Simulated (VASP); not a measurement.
# Li (P6_3/mmc) in VASP: a series of runs, part 2 of 2

VASP 6.6.1. Earlier steps stand in the parts before.

**3. Single point, PBE (volume scaled by 1.06)**

File INCAR:

```
SYSTEM = Li
PREC     = Accurate       ! precision mode
ENCUT    = 520            ! plane-wave cutoff, eV
EDIFF    = 1E-6           ! SCF threshold, eV
ISMEAR   = -1             ! smearing method
SIGMA    = 0.08           ! smearing width, eV
LREAL    = .False.        ! projectors in reciprocal space
LASPH    = .True.         ! aspherical terms in the spheres
NELM     = 100            ! most SCF steps
ALGO     = Normal         ! electronic algorithm
ISIF     = 2              ! what is computed and relaxed
LWAVE    = .False.        ! write WAVECAR
LCHARG   = .False.        ! write CHGCAR
GGA      = PE             ! functional
NBANDS   = 10             ! bands
```

File KPOINTS:

```
Automatic mesh
0
Gamma
  15 15 8
  0 0 0
```

File POSCAR:

```
Li
1.0
    3.1720176844      0.0000000000      0.0000000000
   -1.5860088422      2.7470478959      0.0000000000
    0.0000000000      0.0000000000      5.1928881046
Li
2
Direct
    0.3333333333      0.6666666667      0.2500000000
    0.6666666667      0.3333333333      0.7500000000
```

Potentials or basis: VASP PAW PBE potentials, release 64 (Li_sv).

The run is started by

```console
$ cat potpaw_PBE.64/Li_sv/POTCAR > POTCAR
$ mpirun -np 1 vasp_std > vasp.out
```

OUTCAR:

```text
SYSTEM = Li
   PREC = Accurate
   ENCUT = 520
   EDIFF = 1E-6
   ISMEAR = -1
   LREAL = .False.
   LASPH = .True.
   NELM = 100
   ISIF = 2
   GGA = PE

 ion  position               nearest neighbor table
   1  0.333  0.667  0.250-
   2  0.667  0.333  0.750-

  LATTYP: Found a hexagonal cell.
 ALAT       =     3.1720176844
 C/A-ratio  =     1.6370930497

  Lattice vectors:

 A1 = (   3.1720176844,   0.0000000000,   0.0000000000)
 A2 = (  -1.5860088422,   2.7470478959,   0.0000000000)
 A3 = (   0.0000000000,   0.0000000000,   5.1928881046)

Analysis of symmetry for initial positions (statically):
=====================================================================
 Subroutine PRICEL returns:
 Original cell was already a primitive cell.

 Routine SETGRP: Setting up the symmetry group for a
 hexagonal supercell.

 Subroutine GETGRP returns: Found 24 space group operations
 (whereof 12 operations were pure point group operations)
 out of a pool of 24 trial point group operations.

The static configuration has the point symmetry D_3d.
 The point group associated with its full space group is D_6h.

Analysis of symmetry for dynamics (positions and initial velocities):
=====================================================================
 Subroutine PRICEL returns:
 Original cell was already a primitive cell.

 Routine SETGRP: Setting up the symmetry group for a
 hexagonal supercell.

 Subroutine GETGRP returns: Found 24 space group operations
 (whereof 12 operations were pure point group operations)
 out of a pool of 24 trial point group operations.

The dynamic configuration has the point symmetry D_3d.
 The point group associated with its full space group is D_6h.

 Subroutine INISYM returns: Found 24 space group operations
[... 112 lines left out ...]
   ISMEAR =    -1;   SIGMA  =   0.08  broadening in eV -4-tet -1-fermi 0-gaus
   EFERMI_NEDOS =   21; number of points for ismear=-14 and -15
   IALGO  =     38    algorithm
   IMIX   =      4    mixing-type and parameters
     AMIX     =   0.40;   BMIX     =  1.00
     AMIX_MAG =   1.60;   BMIX_MAG =  1.00
  volume/ion in A,a.u.               =      22.62       152.68
  Fermi-wavevector in a.u.,A,eV,Ry     =   0.834811  1.577565  9.482035  0.696910
  Thomas-Fermi vector in A             =   1.948265
   LORBIT       =      0    0 simple, 1 ext, 2 COOP (PROOUT), +10 PAW based schemes
   GGA     = PE    functional components
   LHFCALC =     F    Hartree Fock is set to
   AEXX    =    0.0000 exact exchange contribution
   IVDW    =     0    specifies the selected vdW correction
   LEPSILON=     F    determine dielectric tensor
   LRPA    =     F    only Hartree local field effects (RPA)
 non-spin polarized calculation
  energy-cutoff  :      520.00
  volume of cell :       45.25
 maximum number of plane-waves:      1248
 NGX is ok and might be reduce to    24
   NGX = 11   NGY = 11   NGZ = 19

 number of electron       6.0000007 magnetization

 Free energy of the ion-electron system (eV)
  ---------------------------------------------------
  ext. energy  EPLUGINS =         0.00000000
  ---------------------------------------------------
  free energy    TOTEN  =        -3.80241442 eV

  energy without entropy =       -3.78045210  energy(sigma->0) =       -3.79143326

 E-fermi :   0.3324     XC(G=0):  -6.7823

 val. band max:        0.3266555074   @ k =   0.4000   0.1333   0.0000
 cond. band min:       0.3379870775   @ k =   0.4000   0.0000   0.5000
 fundamental gap:      0.0113315701
 Fermi energy:         0.3323786067

 k-point     1 :       0.0000    0.0000    0.0000
  band No.  band energies     occupation
      1     -46.3882      2.00000
      2     -46.3769      2.00000
      3      -3.0823      2.00000
      4       0.3479      0.90336
      5       2.8958      0.00000
      6      11.8886      0.00000
      7      11.8887      0.00000
      8      13.1919      0.00000
      9      13.1920      0.00000
     10      13.6739      0.00000
[... 287 lines left out ...]
 k-point    24 :       0.4000    0.2000    0.0000
  band No.  band energies     occupation
      1     -46.3754      2.00000
      2     -46.3732      2.00000
      3       0.8362      0.00368
      4       1.6938      0.00000
      5       4.3661      0.00000
      6       5.2820      0.00000
      7       6.1115      0.00000
      8       6.2864      0.00000
      9       9.4312      0.00000
     10      10.0558      0.00000

 [... further k-points ...]
[... 5 lines left out ...]
  --------------------------------------------------------------------------------------
  -------------------------------------------------------------------------------------
  Total       -0.3758858     -0.3758858     -0.3828733     -0.0000000      0.0000000      0.0000000
  in kB      -13.3093157    -13.3093157    -13.5567279     -0.0000000      0.0000000      0.0000000
  external PRESSURE =     -13.3917864 kB  Pullay stress =       0.0000000 kB

 VOLUME and BASIS-vectors are now :
 -----------------------------------------------------------------------------
  energy-cutoff  :      520.00
  volume of cell :       45.25
      direct lattice vectors                 reciprocal lattice vectors
     3.172017684  0.000000000  0.000000000     0.315256754  0.182013572  0.000000000
    -1.586008842  2.747047896  0.000000000     0.000000000  0.364027144  0.000000000
     0.000000000  0.000000000  5.192888105     0.000000000  0.000000000  0.192571066

 POSITION                                       TOTAL-FORCE (eV/Angst)
 -----------------------------------------------------------------------------------
     -0.00000      1.83137      1.29822         0.000000     -0.000000      0.000000
      1.58601      0.91568      3.89467         0.000000      0.000000      0.000000
 -----------------------------------------------------------------------------------
    total drift:                               -0.000000      0.000000      0.000000

  FREE ENERGIE OF THE ION-ELECTRON SYSTEM (eV)
  ---------------------------------------------------
  free  energy   TOTEN  =        -3.8024144207 eV

  energy  without entropy=       -3.7804521029  energy(sigma->0) =       -3.79143326
```

OSZICAR:

```text
N       E                     dE             d eps       ncg     rms          rms(c)
DAV:   1     0.171185653252E+02    0.17119E+02   -0.32381E+03  2700   0.553E+02
DAV:   2    -0.750434535295E+00   -0.17869E+02   -0.17326E+02  3440   0.108E+02
DAV:   3    -0.374958506032E+01   -0.29992E+01   -0.29777E+01  4572   0.323E+01
DAV:   4    -0.380565782437E+01   -0.56073E-01   -0.55830E-01  3482   0.495E+00
DAV:   5    -0.380611229636E+01   -0.45447E-03   -0.45446E-03  3652   0.495E-01    0.407E-01
DAV:   6    -0.380365499284E+01    0.24573E-02   -0.57440E-04  4744   0.130E-01    0.231E-01
DAV:   7    -0.380241876305E+01    0.12362E-02   -0.12230E-03  5262   0.172E-01    0.339E-02
DAV:   8    -0.380242352490E+01   -0.47618E-05   -0.29722E-05  3094   0.489E-02    0.540E-03
DAV:   9    -0.380241741123E+01    0.61137E-05   -0.18819E-06  4386   0.131E-02    0.718E-04
DAV:  10    -0.380241457941E+01    0.28318E-05   -0.12166E-07  1742   0.300E-03    0.323E-04
DAV:  11    -0.380241442070E+01    0.15870E-06   -0.49433E-08  1550   0.176E-03
   1 F= -.38024144E+01 E0= -.37914333E+01  d E =-.219623E-01
```

Wall time 20 s (1 thread of Intel Xeon Platinum 8488C (Sapphire Rapids), shared host); peak memory 0.18 GiB.

Results:

| Item | Value |
| --- | --- |
| Free energy | -3.8024 eV |
| Band gap on the k mesh | zero (band 3 reaches 2.38 eV, above the bottom of band 4 at -2.02 eV) |

Caveat: the cutoff is under 1.25 times the usual one of these potentials, so pressure, stress and relaxed cells hold a basis-set (Pulay) error.
